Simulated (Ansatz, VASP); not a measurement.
One calculation of Sc, two programs

File INCAR:

```
SYSTEM = Sc
AGGAC = 1.0
AGGAX = 1.0
ALDAC = 0.0
ALDAX = 1.0
ALGO = Normal
EDIFF = 1E-7
ENCUT = 520
GGA = B5
ISIF = 2
ISMEAR = -1
LASPH = .True.
LCHARG = .False.
LREAL = .False.
LWAVE = .False.
NBANDS = 12
NELM = 100
PREC = Accurate
SIGMA = 0.1
```

The input KPOINTS:

```
k-points
0
Gamma
  13 13 13
  0 0 0
```

Contents of POSCAR:

```
Sc
1.0
    0.0000000000      2.2261085837      2.2261085837
    2.2261085837      0.0000000000      2.2261085837
    2.2261085837      2.2261085837      0.0000000000
Sc
1
Direct
    0.0000000000      0.0000000000      0.0000000000
```

Input for Ansatz:

```yaml
crystal:
  lattice:
    - [0.0, 2.2261085837, 2.2261085837]
    - [2.2261085837, 0.0, 2.2261085837]
    - [2.2261085837, 2.2261085837, 0.0]
  atoms:
    - { symbol: Sc, position: [0.0, 0.0, 0.0] }
hamiltonian:
  xc: blyp
  pseudopotentials:
    kind: paw
    azcp:
      Sc: "pseudopotentials/Sc.paw.azcp"
basis:
  ecutwfc: 420
  fft_grid_basis: typed
kpoints:
  mp_grid: { grid: [13, 13, 13], shift: [0, 0, 0] }
magnetization:
  spin_polarized: false
scf:
  occupations: { method: fermi_dirac, width: 0.1 }
  lower_state_search: "off"
output:
  stress: true
  write_density: true
  write_potential: true
  elf: true
  volumetric_format: npy
```

Alike in both runs: task single point; functional BLYP; k mesh 13 × 13 × 13; occupations fermi-dirac, width 0.1 eV; no spin polarisation.

|  | VASP | Ansatz |
| --- | --- | --- |
| version | VASP 6.6.1 | Ansatz 0.2.0 |
| potentials or method | VASP PAW PBE potentials, release 64 (Sc_sv), cutoff 520 eV | plane waves (420 eV) with PAW, scalar-relativistic |
| valence electrons in the cell | 11 | 11 |

```tsv
	VASP	Ansatz	Ansatz less VASP
pressure (GPa)	7.7	7.7	-0.04
```

VASP's potentials were made for PBE, not for BLYP.
